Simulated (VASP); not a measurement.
# CdTe (F-43m) in VASP: single point with HSE06

Aim: the single point of CdTe with HSE06.

Everything below comes from runs of VASP 6.6.1. Logs are shortened: lines on timing, memory, paths and dates and some standing lists are left out, and cuts for length are marked.

## (1) The cell of the first run

It takes space group F-43m (No. 216, cubic). Conventional cell: a = 6.940 Å, b = 6.940 Å, c = 6.940 Å, α = 90.00°, β = 90.00°, γ = 90.00°. Within 4.0 Å of Cd (site symmetry -43m) lie 4 Te at 3.01 Å. Te (site symmetry -43m) has 4 Cd at 3.01 Å within 4.0 Å.

## (2) Single point, HSE06 (strain +5.8%)

The input, POSCAR:

```
CdTe
1.0
    0.0000000000      3.4701925124      3.4701925124
    3.4701925124      0.0000000000      3.4701925124
    3.4701925124      3.4701925124      0.0000000000
Cd Te
1 1
Direct
    0.0000000000      0.0000000000      0.0000000000
    0.2500000000      0.2500000000      0.2500000000
```

The input, INCAR.step1:

```
SYSTEM = CdTe
ALGO = Normal
EDIFF = 1E-5
ENCUT = 520
GGA = PE
ISIF = 2
ISMEAR = 0
LASPH = .True.
LCHARG = .False.
LREAL = .False.
LWAVE = .True.
NBANDS = 16
NELM = 60
PREC = Accurate
SIGMA = 0.01
```

The input, INCAR.step2:

```
SYSTEM = CdTe
ALGO = Normal
EDIFF = 1E-6
ENCUT = 520
GGA = PE
HFSCREEN = 0.2079
ISIF = 2
ISMEAR = 0
ISTART = 1
LASPH = .True.
LCHARG = .False.
LHFCALC = .True.
LREAL = .False.
LWAVE = .False.
NBANDS = 16
NELM = 60
PREC = Accurate
PRECFOCK = Normal
SIGMA = 0.01
```

The input, KPOINTS:

```
k-points
0
Gamma
  4 4 4
  0 0 0
```

Potentials or basis: VASP PAW PBE potentials, release 64 (Cd, Te).

On the command line:

```console
cat potpaw_PBE.64/Cd/POTCAR potpaw_PBE.64/Te/POTCAR > POTCAR
cp INCAR.step1 INCAR
mpirun -np 1 vasp_std > vasp.out
cp INCAR.step2 INCAR
mpirun -np 1 vasp_std > vasp.out
```

OUTCAR:

```text
SYSTEM = CdTe
   EDIFF = 1E-6
   ENCUT = 520
   GGA = PE
   HFSCREEN = 0.2079
   ISIF = 2
   ISMEAR = 0
   ISTART = 1
   LASPH = .True.
   LHFCALC = .True.
   LREAL = .False.
   NELM = 60
   PREC = Accurate
   PRECFOCK = Normal

 ion  position               nearest neighbor table
   1  0.000  0.000  0.000-   2 3.01   2 3.01   2 3.01   2 3.01
   2  0.250  0.250  0.250-   1 3.01   1 3.01   1 3.01   1 3.01

  LATTYP: Found a face centered cubic cell.
 ALAT       =     6.9403850248

  Lattice vectors:

 A1 = (   0.0000000000,   3.4701925124,   3.4701925124)
 A2 = (   3.4701925124,   0.0000000000,   3.4701925124)
 A3 = (   3.4701925124,   3.4701925124,   0.0000000000)

Analysis of symmetry for initial positions (statically):
=====================================================================
 Subroutine PRICEL returns:
 Original cell was already a primitive cell.

 Routine SETGRP: Setting up the symmetry group for a
 face centered cubic supercell.

 Subroutine GETGRP returns: Found 24 space group operations
 (whereof 24 operations were pure point group operations)
 out of a pool of 48 trial point group operations.

The static configuration has the point symmetry T_d .

Analysis of symmetry for dynamics (positions and initial velocities):
=====================================================================
 Subroutine PRICEL returns:
 Original cell was already a primitive cell.

 Routine SETGRP: Setting up the symmetry group for a
 face centered cubic supercell.

 Subroutine GETGRP returns: Found 24 space group operations
 (whereof 24 operations were pure point group operations)
 out of a pool of 48 trial point group operations.

The dynamic configuration has the point symmetry T_d .

 Subroutine INISYM returns: Found 24 space group operations
 (whereof 24 operations are pure point group operations),
 and found     1 'primitive' translations

----------------------------------------------------------------------------------------

                                     Primitive cell

  volume of cell :      83.5778

  direct lattice vectors                    reciprocal lattice vectors
     0.000000000  3.470192512  3.470192512    -0.144084225  0.144084225  0.144084225
     3.470192512  0.000000000  3.470192512     0.144084225 -0.144084225  0.144084225
     3.470192512  3.470192512  0.000000000     0.144084225  0.144084225 -0.144084225

  length of vectors
     4.907593315  4.907593315  4.907593315     0.249561199  0.249561199  0.249561199
[... 71 lines left out ...]
   ISYM   =      3    0-nonsym 1-usesym 2-fastsym
   POTIM  = 0.5000    time-step for ionic-motion
   TEBEG  =    0.0;   TEEND  =   0.0 temperature during run
   PSTRESS=    0.0 pullay stress
   NELECT =      18.0000    total number of electrons
   NUPDOWN=      -1.0000    fix difference up-down
   EMIN   =  10.00;   EMAX   =-10.00  energy-range for DOS
   EFERMI =   0.00;   METHOD = LEGACY
   ISMEAR =     0;   SIGMA  =   0.01  broadening in eV -4-tet -1-fermi 0-gaus
   EFERMI_NEDOS =   21; number of points for ismear=-14 and -15
   IALGO  =     38    algorithm
   IMIX   =      1    mixing-type and parameters
     AMIX     =   0.40;   BMIX     =  1.00
     AMIX_MAG =   1.60;   BMIX_MAG =  1.00
  volume/ion in A,a.u.               =      41.79       282.01
  Fermi-wavevector in a.u.,A,eV,Ry     =   0.981301  1.854389 13.101744  0.962951
  Thomas-Fermi vector in A             =   2.112297
   LORBIT       =      0    0 simple, 1 ext, 2 COOP (PROOUT), +10 PAW based schemes
   GGA     = PE    functional components
   LHFCALC =     T    Hartree Fock is set to
   PRECFOCK=normal    Normal, Fast or Accurate (Low or Medium for compatibility)
   ENCUT4O =  -1.0   cutoff for four orbital integrals eV
   NKREDX  =     1    reduce k-point grid by
   NKREDY  =     1    reduce k-point grid by
   NKREDZ  =     1    reduce k-point grid by
   AEXX    =    0.2500 exact exchange contribution
   HFSCREEN=    0.2079 screening length (either q_TF or 0.3 A-1)
   HFSCREENC=   0.2079 screening length for correlation (either q_TF or 0.3 A-1)
   ENCUTFOCK=  -1.0 apply spherical cutoff to Coloumb kernel
   IVDW    =     0    specifies the selected vdW correction
   LEPSILON=     F    determine dielectric tensor
   LRPA    =     F    only Hartree local field effects (RPA)
 non-spin polarized calculation
 Gauss-broadening in eV      SIGMA  =   0.01
  energy-cutoff  :      520.00
  volume of cell :       83.58
 maximum number of plane-waves:      2272
  NGX = 28; NGY = 28; NGZ = 28

 number of electron      18.0000009 magnetization

 Free energy of the ion-electron system (eV)
  ---------------------------------------------------
  ext. energy  EPLUGINS =         0.00000000
  ---------------------------------------------------
  free energy    TOTEN  =        -5.79264974 eV

  energy without entropy =       -5.79264974  energy(sigma->0) =       -5.79264974

 E-fermi :   0.3362     XC(G=0):  -6.4713

 val. band max:        0.2391563935   @ k =   0.0000   0.0000   0.0000
 cond. band min:       1.1393335257   @ k =   0.0000   0.0000   0.0000
 fundamental gap:      0.9001771322
 Fermi energy:         0.3361547931

 k-point     1 :       0.0000    0.0000    0.0000
  band No.  band energies     occupation
      1     -10.8611      2.00000
      2      -8.9508      2.00000
      3      -8.9508      2.00000
      4      -8.9508      2.00000
      5      -8.8113      2.00000
      6      -8.8113      2.00000
[... 129 lines left out ...]
      3      -8.8815      2.00000
      4      -8.8253      2.00000
      5      -8.8083      2.00000
      6      -8.3575      2.00000
[... 8 lines left out ...]
     15      11.5413      0.00000
     16      11.7854      0.00000

------------------------ aborting loop because EDIFF is reached ----------------------------------------

  FORCE on cell =-STRESS in cart. coord.  units (eV):
  Direction    XX          YY          ZZ          XY          YZ          ZX
  --------------------------------------------------------------------------------------
  -------------------------------------------------------------------------------------
  Total       -2.3161499     -2.3161499     -2.3161499     -0.0000000      0.0000000      0.0000000
  in kB      -44.4003661    -44.4003661    -44.4003661     -0.0000000      0.0000000      0.0000000
  external PRESSURE =     -44.4003661 kB  Pullay stress =       0.0000000 kB

 VOLUME and BASIS-vectors are now :
 -----------------------------------------------------------------------------
  energy-cutoff  :      520.00
  volume of cell :       83.58
      direct lattice vectors                 reciprocal lattice vectors
     0.000000000  3.470192512  3.470192512    -0.144084225  0.144084225  0.144084225
     3.470192512  0.000000000  3.470192512     0.144084225 -0.144084225  0.144084225
     3.470192512  3.470192512  0.000000000     0.144084225  0.144084225 -0.144084225

 POSITION                                       TOTAL-FORCE (eV/Angst)
 -----------------------------------------------------------------------------------
      0.00000      0.00000      0.00000        -0.000000      0.000000      0.000000
      1.73510      1.73510      1.73510         0.000000     -0.000000     -0.000000
 -----------------------------------------------------------------------------------
    total drift:                                0.000006      0.000006      0.000000

  FREE ENERGIE OF THE ION-ELECTRON SYSTEM (eV)
  ---------------------------------------------------
  free  energy   TOTEN  =        -5.7926497360 eV

  energy  without entropy=       -5.7926497360  energy(sigma->0) =       -5.79264974
```

OUTCAR.step1:

```text
SYSTEM = CdTe
   EDIFF = 1E-5
   ENCUT = 520
   GGA = PE
   ISIF = 2
   ISMEAR = 0
[... 355 lines left out ...]
      0.00000      0.00000      0.00000        -0.000000     -0.000000      0.000000
      1.73510      1.73510      1.73510         0.000000      0.000000     -0.000000
 -----------------------------------------------------------------------------------
    total drift:                               -0.000001     -0.000001     -0.000001

  FREE ENERGIE OF THE ION-ELECTRON SYSTEM (eV)
  ---------------------------------------------------
  free  energy   TOTEN  =        -4.6290974701 eV

  energy  without entropy=       -4.6290974701  energy(sigma->0) =       -4.62909747
```

Run time: 21 min. Hardware: 1 thread of Intel Xeon 8259CL, shared host; peak memory 0.32 GiB.

Results:

```yaml
Free_energy: -5.7926 eV
Pressure: -4.4 GPa
Band_gap_on_the_k_mesh: 0.90 eV
```

Caveat: the cell differs from its parent crystal (strain +5.8%); the cell stands under tension; the PAW data sets were made with another functional, which shifts forces and pressure a little; spin-orbit coupling is left out, which moves the levels of the heavy elements.
